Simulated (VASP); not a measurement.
BN:

```
B N
1.0
     2.47830    0.00218   -0.23353
    -1.23001    2.15152    0.23352
    -0.93059   -0.89921    3.32882
B N
1 1
Direct
  0.99104 0.99142 0.99385
  0.65711 0.32446 0.99296
```

```yaml
Program: VASP 6.6.1
Task: relaxation of shape and atoms at fixed volume
Functional: PBE
Dispersion: D3(BJ)
Potentials_or_basis: VASP PAW PBE potentials, release 64 (B, N)
Cutoff: 600 eV
k_mesh: 12 × 12 × 12
Occupations: gaussian, width 0.01 eV
Spin: no spin polarisation
```

At the start: pressure 5.0 GPa; volume 8.78 Å³/atom.

How do energy, volume and symmetry change on relaxing?

Over 12 steps the energy falls by 2.6 meV/atom; space group R3m (No. 160, to 0.1 Å) before and after.

The path:
| step | energy change (eV) | largest force (eV/Å) | pressure (GPa) | volume (Å³) |
| --- | --- | --- | --- | --- |
| 1 | 0.0000 | 0.0021 | 5.00 | 17.55 |
| 2 | -0.0052 | 0.0082 | 0.08 | 17.55 |
| 3 | -0.0052 | 0.0078 | 0.38 | 17.55 |
| 4 | -0.0052 | 0.0076 | 0.47 | 17.55 |
| 5 | -0.0052 | 0.0013 | 0.47 | 17.55 |
| 6 | -0.0052 | 0.0012 | 0.47 | 17.55 |
| 7 | -0.0052 | 0.0030 | 0.39 | 17.55 |
| 8 | -0.0052 | 0.0027 | 0.40 | 17.55 |
| 9 | -0.0052 | 0.0024 | 0.40 | 17.55 |
| 10 | -0.0052 | 0.0055 | 0.37 | 17.55 |
| 11 | -0.0052 | 0.0017 | 0.40 | 17.55 |
| 12 | -0.0052 | 0.0003 | 0.40 | 17.55 |

Final structure:
```yaml
crystal:
  lattice:
    - [2.49395, 0.00220, -0.23519]
    - [-1.23776, 2.16511, 0.23517]
    - [-0.94248, -0.90141, 3.28867]
  atoms:
    - { symbol: B, position: [0.99113, 0.99147, 0.99398] }
    - { symbol: N, position: [0.65702, 0.32442, 0.99283] }
```

Where two steps share one volume, the run began anew on that cell with a basis built for it.
